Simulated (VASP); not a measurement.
# Ta2N (P-3m1) in VASP: a series of runs

The runs below take Ta2N through single point, with PBE.

Program: VASP 6.6.1. These are calculated values, not measurements. Logs are shortened: lines on timing, memory, paths and dates and some standing lists are left out, and cuts for length are marked.

### Step 1. The cell of the first run

The structure is trigonal, space group P-3m1 (No. 164). The conventional cell has a = 3.101 Å, b = 3.101 Å, c = 9.464 Å, α = 90.00°, β = 90.00°, γ = 120.00°. Within 2.9 Å of Ta (site symmetry 3m) lie 3 N at 2.18 Å and 3 Ta at 2.75 Å. Within 3.2 Å of Ta (site symmetry 3m) lie 3 N at 2.18 Å and 12 Ta at 2.99 to 3.10 Å. Within 2.9 Å of N (site symmetry 3m) lie 6 Ta at 2.18 Å.

### Step 2. Single point, PBE (the distance across one plane changed)

Contents of INCAR:

```
ALGO = Normal ; EDIFF = 1E-6
ENCUT = 520 ; GGA = PE
ISIF = 2 ; ISMEAR = 0
LASPH = True ; LCHARG = False
LREAL = False ; LWAVE = False
NBANDS = 36 ; NELM = 80
PREC = Accurate ; SIGMA = 0.15
```

Contents of KPOINTS:

```
k-points
0
Gamma
  17 17 5
```

Contents of POSCAR:

```
Ta2N
1.0
   -3.1011400595      0.0000000000      0.0000000000
   -1.5505700297     -2.6856660722      0.0000000000
    0.0000000000      0.0000000000      9.4637800776
Ta N
4 2
Direct
    0.6666666667      0.6666666667      0.1263342374
    0.6666666667      0.6666666667      0.6421841408
    0.3333333333      0.3333333333      0.9053655694
    0.3333333333      0.3333333333      0.3895156660
    0.0000000000      0.0000000000      0.7737748551
    0.0000000000      0.0000000000      0.2579249517
```

Potentials or basis: VASP PAW PBE potentials, release 64 (Ta_pv, N).

The run is started by

```console
$ cat potpaw_PBE.64/Ta_pv/POTCAR potpaw_PBE.64/N/POTCAR > POTCAR
$ mpirun -np 1 vasp_std > vasp.out
```

OUTCAR:

```text
EDIFF = 1E-6
   ENCUT = 520
   GGA = PE
   ISIF = 2
   ISMEAR = 0
   LASPH = True
   LREAL = False
   NELM = 80
   PREC = Accurate

 ion  position               nearest neighbor table
   1  0.667  0.667  0.126-   6 2.18   6 2.18   6 2.18   3 2.75   3 2.75   3 2.75   4 3.07   4 3.07
                             4 3.07
   2  0.667  0.667  0.642-   5 2.18   5 2.18   5 2.18   4 2.99   4 2.99   4 2.99   3 3.07   3 3.07
                             3 3.07
   3  0.333  0.333  0.905-   5 2.18   5 2.18   5 2.18   1 2.75   1 2.75   1 2.75   2 3.07   2 3.07
                             2 3.07
   4  0.333  0.333  0.390-   6 2.18   6 2.18   6 2.18   2 2.99   2 2.99   2 2.99   1 3.07   1 3.07
                             1 3.07
   5  0.000  0.000  0.774-   3 2.18   2 2.18   3 2.18   2 2.18   3 2.18   2 2.18
   6  0.000  0.000  0.258-   1 2.18   4 2.18   1 2.18   4 2.18   1 2.18   4 2.18

  LATTYP: Found a hexagonal cell.
 ALAT       =     3.1011400595
 C/A-ratio  =     3.0517099828

  Lattice vectors:

 A1 = (   1.5505700297,   2.6856660722,   0.0000000000)
 A2 = (  -3.1011400595,   0.0000000000,   0.0000000000)
 A3 = (   0.0000000000,   0.0000000000,   9.4637800776)

Analysis of symmetry for initial positions (statically):
=====================================================================
 Subroutine PRICEL returns:
 Original cell was already a primitive cell.

 Routine SETGRP: Setting up the symmetry group for a
 hexagonal supercell.

 Subroutine GETGRP returns: Found 12 space group operations
 (whereof  6 operations were pure point group operations)
 out of a pool of 24 trial point group operations.

The static configuration has the point symmetry C_3v.
 The point group associated with its full space group is D_3d.

Analysis of symmetry for dynamics (positions and initial velocities):
=====================================================================
 Subroutine PRICEL returns:
 Original cell was already a primitive cell.

 Routine SETGRP: Setting up the symmetry group for a
 hexagonal supercell.

 Subroutine GETGRP returns: Found 12 space group operations
 (whereof  6 operations were pure point group operations)
 out of a pool of 24 trial point group operations.

The dynamic configuration has the point symmetry C_3v.
 The point group associated with its full space group is D_3d.

 Subroutine INISYM returns: Found 12 space group operations
 (whereof  6 operations are pure point group operations),
 and found     1 'primitive' translations
[... 104 lines left out ...]
   LREAL  =      F    real-space projection
   EDIFFG = 0.1E-04   stopping-criterion for IOM
   NSW    =      0    number of steps for IOM
   IBRION =     -1    ionic relax: 0-MD 1-quasi-New 2-CG
   NFREE  =      0    steps in history (QN), initial steepest desc. (CG)
   ISIF   =      2    stress and relaxation
   ISYM   =      2    0-nonsym 1-usesym 2-fastsym
   POTIM  = 0.5000    time-step for ionic-motion
   TEBEG  =    0.0;   TEEND  =   0.0 temperature during run
   PSTRESS=    0.0 pullay stress
   NELECT =      54.0000    total number of electrons
   NUPDOWN=      -1.0000    fix difference up-down
   EMIN   =  10.00;   EMAX   =-10.00  energy-range for DOS
   EFERMI =   0.00;   METHOD = LEGACY
   ISMEAR =     0;   SIGMA  =   0.15  broadening in eV -4-tet -1-fermi 0-gaus
   EFERMI_NEDOS =   21; number of points for ismear=-14 and -15
   IALGO  =     38    algorithm
   IMIX   =      4    mixing-type and parameters
     AMIX     =   0.40;   BMIX     =  1.00
     AMIX_MAG =   1.60;   BMIX_MAG =  1.00
  volume/ion in A,a.u.               =      13.14        88.65
  Fermi-wavevector in a.u.,A,eV,Ry     =   1.443201  2.727254 28.338600  2.082828
  Thomas-Fermi vector in A             =   2.561635
   LORBIT       =      0    0 simple, 1 ext, 2 COOP (PROOUT), +10 PAW based schemes
   GGA     = PE    functional components
   LHFCALC =     F    Hartree Fock is set to
   AEXX    =    0.0000 exact exchange contribution
   IVDW    =     0    specifies the selected vdW correction
   LEPSILON=     F    determine dielectric tensor
   LRPA    =     F    only Hartree local field effects (RPA)
 non-spin polarized calculation
 Gauss-broadening in eV      SIGMA  =   0.15
  energy-cutoff  :      520.00
  volume of cell :       78.82
 maximum number of plane-waves:      2136
   NGX = 11   NGY = 11   NGZ = 35

 number of electron      53.9999998 magnetization

 Free energy of the ion-electron system (eV)
  ---------------------------------------------------
  ext. energy  EPLUGINS =         0.00000000
  ---------------------------------------------------
  free energy    TOTEN  =       -68.31861004 eV

  energy without entropy =      -68.29040168  energy(sigma->0) =      -68.30450586

 E-fermi :   7.7617     XC(G=0): -13.0403

 val. band max:        7.7477079033   @ k =   0.4706   0.2353   0.0000
 cond. band min:       7.7722460220   @ k =   0.1765   0.2941   0.2000
 fundamental gap:      0.0245381187
 Fermi energy:         7.7617361023

 k-point     1 :       0.0000    0.0000    0.0000
  band No.  band energies     occupation
      1     -27.8966      2.00000
      2     -27.4111      2.00000
      3     -27.3348      2.00000
      4     -27.1344      2.00000
      5     -27.1344      2.00000
      6     -27.0592      2.00000
[... 925 lines left out ...]
     35      10.8247      0.00000
     36      11.3484      0.00000

 [... further k-points ...]

------------------------ aborting loop because EDIFF is reached ----------------------------------------

  FORCE on cell =-STRESS in cart. coord.  units (eV):
  Direction    XX          YY          ZZ          XY          YZ          ZX
  --------------------------------------------------------------------------------------
  -------------------------------------------------------------------------------------
  Total        2.9297013      2.9297013      9.3349864     -0.0000000     -0.0000000      0.0000000
  in kB       59.5519369     59.5519369    189.7519456     -0.0000000     -0.0000000      0.0000000
  external PRESSURE =     102.9519398 kB  Pullay stress =       0.0000000 kB

 VOLUME and BASIS-vectors are now :
 -----------------------------------------------------------------------------
  energy-cutoff  :      520.00
  volume of cell :       78.82
      direct lattice vectors                 reciprocal lattice vectors
    -3.101140060  0.000000000  0.000000000    -0.322462056  0.186173555  0.000000000
    -1.550570030 -2.685666072  0.000000000     0.000000000 -0.372347110  0.000000000
     0.000000000  0.000000000  9.463780078     0.000000000  0.000000000  0.105666023

 POSITION                                       TOTAL-FORCE (eV/Angst)
 -----------------------------------------------------------------------------------
     -3.10114     -1.79044      1.19560         0.000000     -0.000000      3.000324
     -3.10114     -1.79044      6.07749         0.000000      0.000000     -0.235736
     -1.55057     -0.89522      8.56818        -0.000000      0.000000     -3.000324
     -1.55057     -0.89522      3.68629        -0.000000     -0.000000      0.235736
      0.00000      0.00000      7.32284         0.000000     -0.000000     -0.207816
      0.00000      0.00000      2.44095        -0.000000      0.000000      0.207816
 -----------------------------------------------------------------------------------
    total drift:                               -0.000000     -0.000000     -0.000013

  FREE ENERGIE OF THE ION-ELECTRON SYSTEM (eV)
  ---------------------------------------------------
  free  energy   TOTEN  =       -68.3186100358 eV

  energy  without entropy=      -68.2904016804  energy(sigma->0) =      -68.30450586
```

stdout:

```text
POSCAR found type information on POSCAR TaN
 POSCAR found :  2 types and       6 ions
 scaLAPACK will be used
 LDA part: xc-table for (Slater+PW92), standard interpolation
 POSCAR, INCAR and KPOINTS ok, starting setup
 FFT: planning ... GRIDC
 FFT: planning ... GRID_SOFT
 FFT: planning ... GRID
 WAVECAR not read
 entering main loop
```

Run time: 7.8 min. Hardware: 1 thread of Intel Xeon 8259CL, shared host; peak memory 0.42 GiB.

Results:

```yaml
Free_energy: -68.3186 eV
Pressure: 10.3 GPa
Largest_force: 3.000 eV/Å
Band_gap_on_the_k_mesh: zero (bands 27 and 28 overlap by 1.46 eV)
```

Forces in eV/Å, atoms in the order of the input:
```
Ta   0.000  0.000  3.000
Ta   0.000  0.000 -0.236
Ta   0.000  0.000 -3.000
Ta   0.000  0.000  0.236
N    0.000  0.000 -0.208
N    0.000  0.000  0.208
```

Caveat: the cell differs from its parent crystal (the distance across one plane changed); the cell stands under pressure; spin-orbit coupling is left out, which moves the levels of the heavy elements; forces of over 1 eV/Å act on the atoms, so gaps and moduli don't describe the material at rest.

### Step 3. Single point, PBE (the distance across one plane changed)

Contents of INCAR:

```
PREC = Accurate
ENCUT = 520
EDIFF = 1E-6
ISMEAR = 0
SIGMA = 0.15
LREAL = F
LASPH = T
NELM = 60
ALGO = Normal
ISIF = 2
LWAVE = F
LCHARG = T
GGA = PE
LELF = T
LVHAR = T
NBANDS = 36
```

Contents of KPOINTS:

```
Automatic mesh
0
Gamma
  17 17 5
```

Contents of POSCAR:

```
Ta2N
1.0
   -3.1011400595      0.0000000000      0.0000000000
   -1.5505700297     -2.6856660722      0.0000000000
    0.0000000000      0.0000000000     10.0137800776
Ta N
4 2
Direct
    0.6666666667      0.6666666667      0.1193954161
    0.6666666667      0.6666666667      0.6069126175
    0.3333333333      0.3333333333      0.8556389867
    0.3333333333      0.3333333333      0.3681217853
    0.0000000000      0.0000000000      0.7312758021
    0.0000000000      0.0000000000      0.2437586007
```

Potentials or basis: VASP PAW PBE potentials, release 64 (Ta_pv, N).

The run is started by

```console
$ cat potpaw_PBE.64/Ta_pv/POTCAR potpaw_PBE.64/N/POTCAR > POTCAR
$ mpirun -np 1 vasp_std > vasp.out
```

It took 9.2 min on 1 thread of Intel Xeon 8259CL, shared host; peak memory 0.45 GiB.

It converged, with:

```
Free energy            : -68.5891 eV
Pressure               : -4.0 GPa
Largest force          : 1.295 eV/Å
Band gap on the k mesh : zero (bands 27 and 28 overlap by 1.13 eV)
```

Forces on the atoms (eV/Å):
```
Ta   0.000  0.000 -1.295
Ta   0.000  0.000  0.005
Ta   0.000  0.000  1.295
Ta   0.000  0.000 -0.005
N    0.000  0.000  0.032
N    0.000  0.000 -0.032
```

Stress tensor (GPa, compression positive):
```
-2.05  0.00  0.00
 0.00 -2.05  0.00
 0.00  0.00 -8.01
```

Levels at points of the mesh, in eV from the Fermi level:
```tsv
k point	band 25	band 26	band 27	band 28	band 29	band 30
(0.00, 0.00, 0.00)	-0.98	-0.86	-0.26	-0.26	0.41	0.47
```

Caveat: the cell differs from its parent crystal (the distance across one plane changed); the cell stands under tension; spin-orbit coupling is left out, which moves the levels of the heavy elements; forces of over 1 eV/Å act on the atoms, so gaps and moduli don't describe the material at rest.

### Step 4. Single point, PBE (the distance across one plane changed)

Contents of INCAR:

```
SYSTEM = Ta2N
  PREC = Accurate
  ENCUT = 520
  EDIFF = 1E-6
  ISMEAR = 0
  SIGMA = 0.15
  LREAL = .FALSE.
  LASPH = .TRUE.
  NELM = 80
  ALGO = Normal
  ISIF = 2
  LWAVE = .FALSE.
  LCHARG = .TRUE.
  GGA = PE
  LELF = .TRUE.
  LVHAR = .TRUE.
  NBANDS = 36
```

Contents of KPOINTS:

```
Automatic mesh
0
G
  17 17 5
  0 0 0
```

Contents of POSCAR:

```
Ta2N
1.0
   -3.1011400595      0.0000000000      0.0000000000
   -1.5505700297     -2.6856660722      0.0000000000
    0.0000000000      0.0000000000     10.2637800776
Ta N
4 2
Direct
    0.6666666667      0.6666666667      0.1164872425
    0.6666666667      0.6666666667      0.5921297448
    0.3333333333      0.3333333333      0.8347977620
    0.3333333333      0.3333333333      0.3591552597
    0.0000000000      0.0000000000      0.7134637534
    0.0000000000      0.0000000000      0.2378212511
```

The run is started by

```console
$ cat potpaw_PBE.64/Ta_pv/POTCAR potpaw_PBE.64/N/POTCAR > POTCAR
$ mpirun -np 1 vasp_std > vasp.out
```

It took 8.8 min on 1 thread of Intel Xeon 8259CL, shared host; peak memory 0.45 GiB.

It converged, with:

```
Free energy            : -68.1591 eV
Pressure               : -6.4 GPa
Largest force          : 1.794 eV/Å
Band gap on the k mesh : zero (bands 27 and 28 overlap by 0.96 eV)
```

Forces in eV/Å, atoms in the order of the input:
```
Ta   0.000  0.000 -1.794
Ta   0.000  0.000  0.019
Ta   0.000  0.000  1.794
Ta   0.000  0.000 -0.019
N    0.000  0.000  0.050
N    0.000  0.000 -0.050
```

Stress tensor (GPa, compression positive):
```
 -3.38   0.00   0.00
  0.00  -3.38   0.00
  0.00   0.00 -12.32
```

Levels at points of the mesh, in eV from the Fermi level:
```
           k point  band 25  band 26  band 27  band 28  band 29  band 30
(0.00, 0.00, 0.00)    -0.89    -0.89    -0.26    -0.26     0.53     0.60
```

Caveat: the cell differs from its parent crystal (the distance across one plane changed); the cell stands under tension; spin-orbit coupling is left out, which moves the levels of the heavy elements; forces of over 1 eV/Å act on the atoms, so gaps and moduli don't describe the material at rest.

### Step 5. Overview

| cell | gap on the mesh (eV) | pressure (GPa) | largest force (eV/Å) |
| --- | --- | --- | --- |
| a = 3.101, b = 3.101, c = 9.464 Å, angles 90.0, 90.0, 60.0°, 6 atoms | none | 10.3 | 3.00 |
| a = 3.101, b = 3.101, c = 10.014 Å, angles 90.0, 90.0, 60.0°, 6 atoms | none | -4.0 | 1.29 |
| a = 3.101, b = 3.101, c = 10.264 Å, angles 90.0, 90.0, 60.0°, 6 atoms | none | -6.4 | 1.79 |

Alike in all rows: task single point; level PBE; potentials or basis VASP PAW PBE potentials, release 64 (Ta_pv, N); no spin polarisation; k mesh 17 × 17 × 5; cutoff (eV) 520; smearing gaussian 0.15 eV.

Caveats: spin-orbit coupling is left out, which moves the levels of the heavy elements; forces of over 1 eV/Å act on the atoms, so gaps and moduli don't describe the material at rest; the cell stands under tension (at least some runs); the cell stands under pressure (at least some runs).

Absolute energies hang on the potentials; compare differences alone.
